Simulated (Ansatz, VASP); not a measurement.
Mo in VASP and in Ansatz

```
Mo
1.0
    -1.58022    1.58022    1.58022
     1.58022   -1.58022    1.58022
     1.58022    1.58022   -1.58022
Mo
1
Direct
  0.00000 0.00000 0.00000
```

Alike in both runs: functional PBE; k mesh 18 × 18 × 18; occupations gaussian, width 0.1 eV; no spin polarisation.

Ansatz relaxed the structure, and its values are those at the end. VASP's run is a single point on that final structure, the one shown.

|  | VASP | Ansatz |
| --- | --- | --- |
| version | VASP 6.6.1 | Ansatz 0.2.0 |
| potentials or method | VASP PAW PBE potentials, release 64 (Mo_sv), cutoff 500 eV | scalar-relativistic, plane waves, PAW |
| valence electrons in the cell | 14 | 14 |

```tsv
	VASP	Ansatz	Ansatz less VASP
gap on the k mesh at the Fermi level (eV)	none	none	-
pressure (GPa)	0.5	0.0	-0.53
```

A gap of «none» marks a metal or a gap that the smearing closes. With one functional, cell and mesh, what is left measures potentials, basis and numerics.
